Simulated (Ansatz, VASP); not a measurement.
One calculation of V2SbAs3, two programs

```
CELL_PARAMETERS angstrom
4.71647 0.00000 0.00000
0.00000 4.71647 0.00000
0.00000 0.00000 5.49552
ATOMIC_POSITIONS crystal
V 0.00000 0.50000 0.20407
V 0.50000 0.00000 0.79593
Sb 0.00000 0.00000 0.50000
As 0.50000 0.50000 0.00000
As 0.00000 0.00000 0.00000
As 0.50000 0.50000 0.50000
```

Change from the starting cell: species swapped into the Li3MnAs2 type (P-4m2, No. 115).

Alike in both runs: functional PBE; k mesh 4 × 4 × 3; occupations gaussian, width 0.2 eV; collinear spin.

Ansatz relaxed the structure, and its values are those at the end. VASP's run is a single point on that final structure, the one shown.

|  | VASP | Ansatz |
| --- | --- | --- |
| version | VASP 6.6.1 | Ansatz 0.2.0 |
| potentials or method | VASP PAW PBE potentials, release 64 (V_sv, Sb, As), cutoff 520 eV | scalar-relativistic, plane waves, PAW |
| valence electrons in the cell | 46 | 86 |

Ansatz gave:

```
gap on the k mesh at the Fermi level (eV)                     : none
pressure (GPa)                                                : 0.2
rms of the force components (eV/Å)                            : 0.009
net moment per atom (μB)                                      : 0.73
size of the moment on the site where the two differ most (μB) : 1.87
```

Which values does VASP return?

gap on the k mesh at the Fermi level (eV): none; pressure (GPa): 0.4; rms of the force components (eV/Å): 0.006; net moment per atom (μB): 0.73; size of the moment on the site where the two differ most (μB): 1.97.

Site moments also hang on the region over which each program counts them. A gap of «none» marks a metal or a gap that the smearing closes. The functional is the same, so the differences come from potentials, cutoffs and numerics. VASP's potentials hold 46 valence electrons a cell and Ansatz's 86, so a difference there can come from the potentials and not from the codes.

The k mesh is coarse, so the values compare programs but aren't converged. Spin-orbit coupling is off throughout.
